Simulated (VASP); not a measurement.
Set up this calculation in VASP 6.6.1, as the native input.

```
Task                   : single point
Functional             : PBE
Potentials or basis    : VASP PAW PBE potentials, release 64 (Si, O)
Cutoff                 : 520 eV
k mesh                 : 7 × 7 × 10
Occupations            : fermi-dirac, width 0.1 eV
Spin                   : no spin polarisation
Dipole correction      : no
Further INCAR settings : ALGO = Normal; EDIFF = 1e-06; NBANDS = 25
```

The structure of SiO2 (rutile type) lies in POSCAR:

```
SiO2
1.0
    4.2362801505      0.0000000000      0.0000000000
    0.0000000000      4.2362801505      0.0000000000
    0.0000000000      0.0000000000      2.6904325891
Si O
2 4
Direct
    0.0000000000      0.0000000000      0.0000000000
    0.5000000000      0.5000000000      0.5000000000
    0.3069894258      0.3069894258      0.0000000000
    0.6930105742      0.6930105742      0.0000000000
    0.8069894258      0.1930105742      0.5000000000
    0.1930105742      0.8069894258      0.5000000000
```

These files were run (other wordings do the same):

INCAR

```
ALGO     = Normal         # electronic algorithm
EDIFF    = 1E-6           # SCF threshold, eV
ENCUT    = 520            # plane-wave cutoff, eV
GGA      = PE             # functional
ISIF     = 2              # what is computed and relaxed
ISMEAR   = -1             # smearing method
LASPH    = T              # aspherical terms in the spheres
LCHARG   = F              # write CHGCAR
LREAL    = F              # projectors in reciprocal space
LWAVE    = F              # write WAVECAR
NBANDS   = 25             # bands
NELM     = 100            # most SCF steps
PREC     = Accurate       # precision mode
SIGMA    = 0.1            # smearing width, eV
```

KPOINTS

```
k-points
0
Gamma
  7 7 10
```

Potentials or basis: VASP PAW PBE potentials, release 64 (Si, O).

Run with:

```sh
$ cat potpaw_PBE.64/Si/POTCAR potpaw_PBE.64/O/POTCAR > POTCAR
$ mpirun -np 1 vasp_std > vasp.out
```

It gave:

- Pressure: 0.1 GPa
- Largest force: 0.018 eV/Å
- Band gap on the k mesh: 5.02 eV, direct

Wall time 20 s on 1 thread of Intel(R) Xeon(R) 6975P-C (Granite Rapids), on a shared host, peak memory 0.18 GiB.
